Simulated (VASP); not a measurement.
A run of VASP 6.6.1:

INCAR

```
  PREC = Accurate
  ENCUT = 520
  EDIFF = 1E-6
  ISMEAR = 0
  SIGMA = 0.05
  LREAL = False
  LASPH = True
  NELM = 80
  ALGO = Normal
  ISIF = 2
  LWAVE = False
  LCHARG = False
  LDIPOL = True
  IDIPOL = 3
  DIPOL = 0.5 0.5 0.403
  GGA = PE
  IVDW = 12
  NBANDS = 50
```

Contents of KPOINTS:

```
Automatic mesh
0
Gamma
  7 7 1
```

The input POSCAR:

```
SnO
1.0
    3.8201708766      0.0000000000      0.0000000000
    0.0000000000      3.8201708766      0.0000000000
    0.0000000000      0.0000000000     22.2260720666
Sn O
4 4
Direct
    0.5000000000      0.0000000000      0.2024649244
    0.0000000000      0.5000000000      0.3087831270
    0.0000000000      1.0000000000      0.4977503897
    0.5000000000      0.5000000000      0.6040685923
    0.0000000000      0.0000000000      0.2556240257
    0.5000000000      0.5000000000      0.2556240257
    0.5000000000      1.0000000000      0.5509094910
    0.0000000000      0.5000000000      0.5509094910
```

Potentials or basis: VASP PAW PBE potentials, release 64 (Sn_d, O).

Run with:

```bash
$ cat potpaw_PBE.64/Sn_d/POTCAR potpaw_PBE.64/O/POTCAR > POTCAR
$ mpirun -np 1 vasp_std > vasp.out
```

Hardware: 1 thread of Intel(R) Xeon(R) Platinum 8488C (Sapphire Rapids) (shared host).

Task: How long does it take, and how much memory?

Result: It took 5.1 min on 1 thread of Intel(R) Xeon(R) Platinum 8488C (Sapphire Rapids), on a shared host, peak memory 0.44 GiB. Counts: scf iterations 23, k points 16.
